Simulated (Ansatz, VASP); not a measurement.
**Cd4SeS3: VASP beside Ansatz**

```xyz
8
Lattice="4.2418 0.0000 0.0000 0.0000 4.2418 0.0000 0.0000 0.0000 11.9615" Properties=species:S:1:pos:R:3 pbc="T T T"
Cd    2.1209    0.0000    7.4354
Cd    0.0000    2.1209   10.3535
Cd    2.1209    0.0000    1.6080
Cd    0.0000    2.1209    4.5261
Se    0.0000    0.0000    0.0000
S     2.1209    2.1209    3.0689
S     0.0000    0.0000    5.9807
S     2.1209    2.1209    8.8926
```

Alike in both runs: task relaxation of cell and atoms; functional PBE; k mesh 6 × 6 × 4; occupations gaussian, width 0.02 eV; no spin polarisation.

```csv
,VASP,Ansatz
version,VASP 6.6.1,Ansatz 0.2.0
potentials or method,"VASP PAW PBE potentials, release 64 (Cd, Se, S), cutoff 600 eV","scalar-relativistic, plane waves, PAW"
valence electrons in the cell,72,114
```

Ansatz gave:

```
gap on the k mesh at the Fermi level, each at its own relaxed structure (eV)  : 0.84
relaxed volume (Å³/atom)                                                      : 26.90
relaxed length of the cell vector where the two differ most in proportion (Å) : 11.961
```

**Question.** Estimate VASP's values.

**Answer.** gap on the k mesh at the Fermi level, each at its own relaxed structure (eV): 0.83; relaxed volume (Å³/atom): 27.04; relaxed length of the cell vector where the two differ most in proportion (Å): 11.983.

VASP's potentials hold 72 valence electrons a cell and Ansatz's 114, so a difference there can come from the potentials and not from the codes.
